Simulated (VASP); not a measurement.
Runs of VASP 6.6.1 on Cr. The structure is that of space group P6_3/mmc (No. 194), or close to it. The cells are those of the table. 

```csv
task,cell,k mesh,cutoff (eV),gap on the mesh (eV),pressure (GPa)
single point,"a = 2.438, b = 2.438, c = 4.355 Å, angles 90.0, 90.0, 120.0°, 2 atoms",16 × 16 × 8,520,none,21.6
single point,"a = 2.507, b = 2.507, c = 4.478 Å, angles 90.0, 90.0, 120.0°, 2 atoms",14 × 14 × 8,520,none,-0.3
single point,"a = 2.540, b = 2.540, c = 4.537 Å, angles 90.0, 90.0, 120.0°, 2 atoms",16 × 16 × 8,520,none,(a)
relaxation of cell and atoms,"relaxed from a = 2.569, b = 2.569, c = 4.196 Å, angles 90.0, 90.0, 120.0°, 2 atoms",14 × 14 × 8,600,none,0.0
single point,"a = 2.603, b = 2.603, c = 4.651 Å, angles 90.0, 90.0, 120.0°, 2 atoms",16 × 16 × 8,520,none,-19.8
single point,"a = 2.473, b = 2.473, c = 4.418 Å, angles 90.0, 90.0, 120.0°, 2 atoms",16 × 16 × 8,520,none,9.5
single point,"a = 2.402, b = 2.402, c = 4.291 Å, angles 90.0, 90.0, 120.0°, 2 atoms",16 × 16 × 8,520,none,36.5
single point,"a = 2.572, b = 2.572, c = 4.595 Å, angles 90.0, 90.0, 120.0°, 2 atoms",16 × 16 × 8,520,none,(b)
single point,"a = 2.507, b = 2.507, c = 4.478 Å, angles 90.0, 90.0, 120.0°, 2 atoms",16 × 16 × 8,520,none,-0.3
```

Alike in all rows: level RPBE; potentials or basis VASP PAW PBE potentials, release 64 (Cr_pv); no spin polarisation; smearing fermi-dirac 0.1 eV.

Question: Estimate the missing entries.

Answer: (a) -8.2; (b) -14.6.

Caveats: the PAW data sets were made with another functional, which shifts forces and pressure a little; the run has no spin polarisation, though such a crystal can be magnetic.

A gap of «none» marks levels without a gap at the run's occupations.
